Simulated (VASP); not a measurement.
# Mg4O in VASP: a series of runs

The runs below take Mg4O through single point, with LDA.

Everything below comes from runs of VASP 6.6.1. Logs are shortened: lines on timing, memory, paths and dates and some standing lists are left out, and cuts for length are marked.

### 1 The cell of the first run

The cell holds a slab with vacuum, 5 atoms: a = 3.147 Å, b = 5.039 Å, c = 20.585 Å, α = 90.00°, β = 90.00°, γ = 90.00°.

### 2 Single point, LDA

INCAR reads:

```
ALGO = Normal
DIPOL = 0.5 0.5 0.330
EDIFF = 1E-7
ENCUT = 520
GGA = CA
IDIPOL = 3
ISIF = 2
ISMEAR = 0
LASPH = T
LCHARG = T
LDIPOL = T
LELF = T
LREAL = F
LVACPOTAV = T
LVHAR = T
LWAVE = F
NBANDS = 15
NELM = 60
PREC = Accurate
SIGMA = 0.1
```

KPOINTS reads:

```
k-points
0
Gamma
  8 5 1
```

POSCAR reads:

```
Mg4O
1.0
    3.1466128697      0.0000000000      0.0000000000
    0.0000000000      5.0388886589      0.0000000000
    0.0000000000      0.0000000000     20.5846139733
Mg O
4 1
Direct
    0.0000000000      0.7500000000      0.1943198937
    0.5000000000      0.2500000000      0.2384474589
    0.5000000000      0.7500000000      0.3306067122
    0.0000000000      0.2500000000      0.3684603453
    0.2500000000      0.5000000000      0.5205156622
```

Potentials or basis: VASP PAW LDA potentials, release 64 (Mg, O).

The run is started by

```bash
$ cat potpaw_LDA.64/Mg/POTCAR potpaw_LDA.64/O/POTCAR > POTCAR
$ mpirun -np 1 vasp_std > vasp.out
```

OUTCAR:

```text
EDIFF = 1E-7
   ENCUT = 520
   GGA = CA
   ISIF = 2
   ISMEAR = 0
   LASPH = T
   LREAL = F
   NELM = 60
   PREC = Accurate

 ion  position               nearest neighbor table
   1  0.000  0.750  0.194-   2 3.11   2 3.11   2 3.11   2 3.11   3 3.22   3 3.22
   2  0.500  0.250  0.238-   4 3.10   4 3.10   1 3.11   1 3.11   1 3.11   1 3.11   3 3.15   3 3.15

   3  0.500  0.750  0.331-   4 3.07   4 3.07   4 3.07   4 3.07   2 3.15   2 3.15   1 3.22   1 3.22

   4  0.000  0.250  0.368-   3 3.07   3 3.07   3 3.07   3 3.07   2 3.10   2 3.10
   5  0.250  0.500  0.521-

  LATTYP: Found a simple orthorhombic cell.
 ALAT       =     3.1466128697
 B/A-ratio  =     1.6013691126
 C/A-ratio  =     6.5418323848

  Lattice vectors:

 A1 = (   3.1466128697,   0.0000000000,   0.0000000000)
 A2 = (   0.0000000000,   5.0388886589,   0.0000000000)
 A3 = (   0.0000000000,   0.0000000000,  20.5846139733)

Analysis of symmetry for initial positions (statically):
=====================================================================
 Subroutine PRICEL returns:
 Original cell was already a primitive cell.

 Routine SETGRP: Setting up the symmetry group for a
 simple orthorhombic supercell.

 Subroutine GETGRP returns: Found  1 space group operations
 (whereof  1 operations were pure point group operations)
 out of a pool of  8 trial point group operations.

The static configuration has the point symmetry C_1 .

Analysis of symmetry for dynamics (positions and initial velocities):
=====================================================================
 Subroutine PRICEL returns:
 Original cell was already a primitive cell.

 Routine SETGRP: Setting up the symmetry group for a
 simple orthorhombic supercell.

 Subroutine GETGRP returns: Found  1 space group operations
 (whereof  1 operations were pure point group operations)
 out of a pool of  8 trial point group operations.

The dynamic configuration has the point symmetry C_1 .

 Subroutine INISYM returns: Found  1 space group operations
 (whereof  1 operations are pure point group operations),
 and found     1 'primitive' translations

----------------------------------------------------------------------------------------

                                     Primitive cell

  volume of cell :     326.3779

  direct lattice vectors                    reciprocal lattice vectors
     3.146612870  0.000000000  0.000000000     0.317802043  0.000000000  0.000000000
     0.000000000  5.038888659  0.000000000     0.000000000  0.198456459  0.000000000
[... 107 lines left out ...]
     AMIX_MAG =   1.60;   BMIX_MAG =  1.00
  volume/ion in A,a.u.               =      65.28       440.50
  Fermi-wavevector in a.u.,A,eV,Ry     =   0.573074  1.082953  4.468338  0.328414
  Thomas-Fermi vector in A             =   1.614207
   LORBIT       =      0    0 simple, 1 ext, 2 COOP (PROOUT), +10 PAW based schemes
   GGA     = CA    functional components
   LHFCALC =     F    Hartree Fock is set to
   AEXX    =    0.0000 exact exchange contribution
   IVDW    =     0    specifies the selected vdW correction
   LEPSILON=     F    determine dielectric tensor
   LRPA    =     F    only Hartree local field effects (RPA)
 non-spin polarized calculation
 Gauss-broadening in eV      SIGMA  =   0.10
  energy-cutoff  :      520.00
  volume of cell :      326.38
 maximum number of plane-waves:      8852
 NGX is ok and might be reduce to    24
   NGX = 11   NGY = 19   NGZ = 77

 number of electron      13.9999998 magnetization

 dipolmoment           0.000000      0.000000      0.466374 electrons x Angstroem

 Free energy of the ion-electron system (eV)
  ---------------------------------------------------
  ext. energy  EPLUGINS =         0.00000000
  ---------------------------------------------------
  free energy    TOTEN  =        -7.50139412 eV

  energy without entropy =       -7.44818660  energy(sigma->0) =       -7.47479036

 E-fermi :  -3.6513     XC(G=0):  -3.7759

 val. band max:       -3.6812513831   @ k =   0.3750  -0.4000   0.0000
 cond. band min:      -3.6492575657   @ k =   0.3750  -0.2000   0.0000
 fundamental gap:      0.0319938174
 Fermi energy:        -3.6513203512

 k-point     1 :       0.0000    0.0000    0.0000
  band No.  band energies     occupation
      1     -18.3286      2.00000
      2      -9.8815      2.00000
      3      -7.5782      2.00000
      4      -4.6236      2.00000
      5      -4.4683      2.00000
      6      -3.8594      1.99674
      7      -3.7714      1.91058
      8      -3.7080      1.57754
      9      -3.3381      0.00001
     10      -2.3449      0.00000
     11      -1.6164      0.00000
     12      -1.2156      0.00000
     13       0.1650      0.00000
     14       1.1281      0.00000
[... 347 lines left out ...]
      2      -5.3591      2.00000
      3      -5.2358      2.00000
      4      -4.5007      2.00000
      5      -4.3863      2.00000
      6      -4.1386      2.00000
      7      -3.7273      1.71735
      8      -3.6424      0.89960
      9      -2.7839      0.00000
     10      -2.7480      0.00000
     11      -1.8454      0.00000
     12      -1.6803      0.00000
     13       0.0165      0.00000
     14       0.0639      0.00000
     15       1.0602      0.00000

------------------------ aborting loop because EDIFF is reached ----------------------------------------

  FORCE on cell =-STRESS in cart. coord.  units (eV):
  Direction    XX          YY          ZZ          XY          YZ          ZX
  --------------------------------------------------------------------------------------
  -------------------------------------------------------------------------------------
  Total       -2.2650048     -1.1794105     -4.3704850     -0.1088205     -0.4602424     -0.1668589
  in kB      -11.1188254     -5.7896829    -21.4545504     -0.5341961     -2.2593128     -0.8191041
  external PRESSURE =     -12.7876862 kB  Pullay stress =       0.0000000 kB

 VOLUME and BASIS-vectors are now :
 -----------------------------------------------------------------------------
  energy-cutoff  :      520.00
  volume of cell :      326.38
      direct lattice vectors                 reciprocal lattice vectors
     3.146612870  0.000000000  0.000000000     0.317802043  0.000000000  0.000000000
     0.000000000  5.038888659  0.000000000     0.000000000  0.198456459  0.000000000
     0.000000000  0.000000000 20.584613973     0.000000000  0.000000000  0.048579973

 POSITION                                       TOTAL-FORCE (eV/Angst)
 -----------------------------------------------------------------------------------
      0.00000      3.77917      4.00000         0.001465     -0.034503      0.237471
      1.57331      1.25972      4.90835         0.010401      0.022661     -0.013905
      1.57331      3.77917      6.80541        -0.012194     -0.005174      0.044351
      0.00000      1.25972      7.58461         0.046068      0.185415      0.869146
      0.78665      2.51944     10.71461        -0.045740     -0.168400     -1.137063
 -----------------------------------------------------------------------------------
    total drift:                               -0.000107     -0.000127      0.000219

  FREE ENERGIE OF THE ION-ELECTRON SYSTEM (eV)
  ---------------------------------------------------
  free  energy   TOTEN  =        -7.5013941163 eV

  energy  without entropy=       -7.4481865980  energy(sigma->0) =       -7.47479036

 vacuum level on the upper side and lower side of the slab         5.399         0.076
```

stdout:

```text
POSCAR found type information on POSCAR MgO
 POSCAR found :  2 types and       5 ions
 scaLAPACK will be used
 LDA part: xc-table for (Slater(with rela. corr.)+CA(PZ))
 , standard interpolation
 POSCAR, INCAR and KPOINTS ok, starting setup
 FFT: planning ... GRIDC
 FFT: planning ... GRID_SOFT
 FFT: planning ... GRID
 WAVECAR not read
 entering main loop
 -----------------------------------------------------------------------------
|                                                                             |
|           W    W    AA    RRRRR   N    N  II  N    N   GGGG   !!!           |
|           W    W   A  A   R    R  NN   N  II  NN   N  G    G  !!!           |
|           W    W  A    A  R    R  N N  N  II  N N  N  G       !!!           |
|           W WW W  AAAAAA  RRRRR   N  N N  II  N  N N  G  GGG   !            |
|           WW  WW  A    A  R   R   N   NN  II  N   NN  G    G                |
|           W    W  A    A  R    R  N    N  II  N    N   GGGG   !!!           |
|                                                                             |
|     Did not find any points to average over, which means that no vacuum     |
|     field-free region was found. Please increase the size of  your cell     |
|     in the dimension of the dipole correction to obtain accurate            |
|     workfunction values.                                                    |
|                                                                             |
 -----------------------------------------------------------------------------
```

It took 1.7 min on 1 thread of Intel Xeon 6975P-C (Granite Rapids), shared host; peak memory 0.35 GiB.

What came out:

```yaml
Free_energy: -7.5014 eV
Largest_force: 1.150 eV/Å
Band_gap_on_the_k_mesh: zero (band 7 reaches -3.60 eV, above the bottom of band 8 at -3.77 eV)
```

Forces in eV/Å, atoms in the order of the input:
```
Mg   0.001 -0.035  0.237
Mg   0.010  0.023 -0.014
Mg  -0.012 -0.005  0.044
Mg   0.046  0.185  0.869
O   -0.046 -0.168 -1.137
```

Levels at points of the mesh, in eV from the Fermi level:
```tsv
k point	band 3	band 4	band 5	band 6	band 7	band 8	band 9	band 10	band 11	band 12
(0.00, 0.00, 0.00)	-3.93	-0.97	-0.82	-0.21	-0.12	-0.06	0.31	1.31	2.03	2.44
(0.50, 0.00, 0.00)	-2.48	-0.87	-0.50	-0.18	0.05	0.10	2.50	2.77	2.78	2.83
```

### 3 Single point, LDA

INCAR reads:

```
PREC     = Accurate       # precision mode
ENCUT    = 520            # plane-wave cutoff, eV
EDIFF    = 1E-7           # SCF threshold, eV
ISMEAR   = 0              # smearing method
SIGMA    = 0.1            # smearing width, eV
LREAL    = False          # projectors in reciprocal space
LASPH    = True           # aspherical terms in the spheres
NELM     = 60             # most SCF steps
ALGO     = Normal         # electronic algorithm
ISIF     = 2              # what is computed and relaxed
LWAVE    = False          # write WAVECAR
LCHARG   = False          # write CHGCAR
LDIPOL   = True         
IDIPOL   = 3            
DIPOL    = 0.5 0.5 0.314
NBANDS   = 15             # bands
```

KPOINTS reads:

```
regular mesh
0
Gamma
  8 5 1
```

Edit POSCAR of step 2 so:

```diff
@@ -12,2 +12,2 @@
     0.0000000000      0.2500000000      0.3684603453
-    0.2500000000      0.5000000000      0.5205156622
+    0.1250000000      0.3750000000      0.4398729063
```

Potentials or basis: VASP PAW LDA potentials, release 64 (Mg, O).

The run is started by

```bash
$ cat potpaw_LDA.64/Mg/POTCAR potpaw_LDA.64/O/POTCAR > POTCAR
$ mpirun -np 1 vasp_std > vasp.out
```

Wall time 100 s (1 thread of Intel Xeon 6975P-C (Granite Rapids), shared host); peak memory 0.35 GiB.

Results (log left out):

```
Free energy            : -10.9470 eV
Largest force          : 4.497 eV/Å
Band gap on the k mesh : zero (band 7 reaches -3.40 eV, above the bottom of band 8 at -3.84 eV)
```

Forces in eV/Å, atoms in the order of the input:
```
Mg  -0.006  0.015  0.266
Mg   0.004 -0.029 -0.137
Mg  -0.129 -0.468  0.571
Mg  -1.752 -1.992 -3.631
O    1.883  2.474  2.932
```

Levels at points of the mesh, in eV from the Fermi level:
| k point | band 3 | band 4 | band 5 | band 6 | band 7 | band 8 | band 9 | band 10 | band 11 | band 12 |
| --- | --- | --- | --- | --- | --- | --- | --- | --- | --- | --- |
| (0.00, 0.00, 0.00) | -3.61 | -1.26 | -1.02 | -0.57 | -0.03 | 0.08 | 0.33 | 1.87 | 2.41 | 3.21 |
| (0.50, 0.00, 0.00) | -2.45 | -1.60 | -0.84 | -0.57 | 0.25 | 0.55 | 2.54 | 2.90 | 3.11 | 3.49 |
